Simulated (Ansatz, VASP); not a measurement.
## One calculation of Sn3Te, two programs

File INCAR:

```
SYSTEM = Sn3Te
PREC = Accurate ; ENCUT = 520
EDIFF = 1E-6 ; ISMEAR = -1
SIGMA = 0.05 ; LREAL = .False.
LASPH = .True. ; NELM = 60
ALGO = Fast ; ISIF = 2
LWAVE = .False. ; LCHARG = .False.
GGA = PE ; NBANDS = 32
```

Contents of KPOINTS:

```
regular mesh
0
Gamma
  6 6 6
  0 0 0
```

The input POSCAR:

```
Sn3Te
1.0
    4.8656220000      0.0000000000      0.0000000000
    0.0000000000      4.8656220000      0.0000000000
    0.0000000000      0.0000000000      4.8656220000
Te Sn
1 3
Direct
    0.0000000000      0.0000000000      0.0000000000
    0.0000000000      0.5000000000      0.5000000000
    0.5000000000      0.0000000000      0.5000000000
    0.5000000000      0.5000000000      0.0000000000
```

File input.yaml:

```yaml
crystal:
  lattice:
    - [4.865622, 0.0, 0.0]
    - [0.0, 4.865622, 0.0]
    - [0.0, 0.0, 4.865622]
  atoms:
    - { symbol: Te, position: [0.0, 0.0, 0.0] }
    - { symbol: Sn, position: [0.0, 0.5, 0.5] }
    - { symbol: Sn, position: [0.5, 0.0, 0.5] }
    - { symbol: Sn, position: [0.5, 0.5, 0.0] }
hamiltonian:
  xc: pbe
  pseudopotentials: { kind: paw }
kpoints:
  mp_grid: { grid: [6, 6, 6] }
scf:
  occupations: { method: fermi_dirac, width: 0.05 }
output:
  forces: true
  stress: true
  eigenvalues: true
  write_density: true
  write_potential: true
  elf: true
  volumetric_format: npy
```

Alike in both runs: task single point; functional PBE; k mesh 6 × 6 × 6; occupations fermi-dirac, width 0.05 eV; no spin polarisation.

|  | VASP | Ansatz |
| --- | --- | --- |
| version | VASP 6.6.1 | Ansatz 0.2.0 |
| potentials or method | VASP PAW PBE potentials, release 64 (Te, Sn_d) | Ansatz PAW |
| plane-wave cutoff (eV) | 520 | 420 |
| valence electrons in the cell | 48 | 58 |

```tsv
	VASP	Ansatz	Ansatz less VASP
gap on the k mesh at the Fermi level (eV)	none	none	-
pressure (GPa)	0.3	0.3	+0.04
```

A gap of «none» marks a metal or a gap that the smearing closes. VASP's potentials hold 48 valence electrons a cell and Ansatz's 58, so a difference there can come from the potentials and not from the codes.

Neither program's run includes spin-orbit coupling.
